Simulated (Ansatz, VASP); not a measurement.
## LiCl: VASP beside Ansatz

```
CELL_PARAMETERS angstrom
0.00000 2.63630 2.55604
2.63630 0.00000 2.55604
2.63630 2.63630 0.00000
ATOMIC_POSITIONS crystal
Li 0.00000 0.00000 0.00000
Cl 0.50000 0.50000 0.50000
```

Change from the starting cell: biaxial_xy strain +3.1%.

Alike in both runs: task single point; functional PBE; k mesh 8 × 8 × 8; occupations fermi-dirac, width 0.02 eV; no spin polarisation.

|  | VASP | Ansatz |
| --- | --- | --- |
| version | VASP 6.6.1 | Ansatz 0.2.0 |
| potentials or method | VASP PAW PBE potentials, release 64 (Li_sv, Cl) | plane waves, PAW |
| plane-wave cutoff (eV) | 520 | 420 |
| valence electrons in the cell | 10 | 10 |

|  | VASP | Ansatz | Ansatz less VASP |
| --- | --- | --- | --- |
| gap on the k mesh at the Fermi level (eV) | 6.03 | 6.02 | -0.012 |

The functional is the same, so the differences come from potentials, cutoffs and numerics.

Noted on VASP's run: the cutoff is short for stress, so the pressure is rough.
